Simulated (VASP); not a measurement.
Write the native input for VASP 6.6.1 that does the following.

```
Task                   : single point
Functional             : PBE
Potentials or basis    : VASP PAW PBE potentials, release 64 (Sb)
Cutoff                 : 520 eV
k mesh                 : 19 × 19 × 19
Occupations            : fermi-dirac, width 0.05 eV
Spin                   : no spin polarisation
Dipole correction      : no
Further INCAR settings : ALGO = Normal; EDIFF = 1e-06; NBANDS = 8
```

The structure of Sb lies in POSCAR:

```
Sb
1.0
   -1.5249250000      1.5001250000      2.4800000000
    1.5001250000     -1.5249250000      2.4800000000
    1.5098750000      1.5098750000     -2.4950500000
Sb
1
Direct
    0.0000000000      0.0000000000      0.0000000000
```

This cell differs from its parent crystal: equal xy, yz and zx shear strains of -1 %.

The input as run:

INCAR

```
  PREC = Accurate
  ENCUT = 520
  EDIFF = 1E-6
  ISMEAR = -1
  SIGMA = 0.05
  LREAL = False
  LASPH = True
  NELM = 60
  ALGO = Normal
  ISIF = 2
  LWAVE = False
  LCHARG = False
  GGA = PE
  NBANDS = 8
```

KPOINTS

```
Automatic mesh
0
Gamma
  19 19 19
```

Potentials or basis: VASP PAW PBE potentials, release 64 (Sb).

The run is started by

```console
$ cat potpaw_PBE.64/Sb/POTCAR > POTCAR
$ mpirun -np 1 vasp_std > vasp.out
```

It gave:

```json
{
  "Pressure": "19.2 GPa",
  "Band gap on the k mesh": "zero (an odd number of electrons rules out a gap without spin polarisation)"
}
```

Caveat: the cell differs from its parent crystal (equal xy, yz and zx shear strains of -1 %); the cell stands under pressure; spin-orbit coupling is left out, which moves the levels of the heavy elements; an odd number of electrons without spin polarisation forces a metal; a magnetic or distorted state may lie lower.

It took 54 s on 1 thread of Intel(R) Xeon(R) 6975P-C (Granite Rapids), with other jobs on the host, peak memory 0.41 GiB.
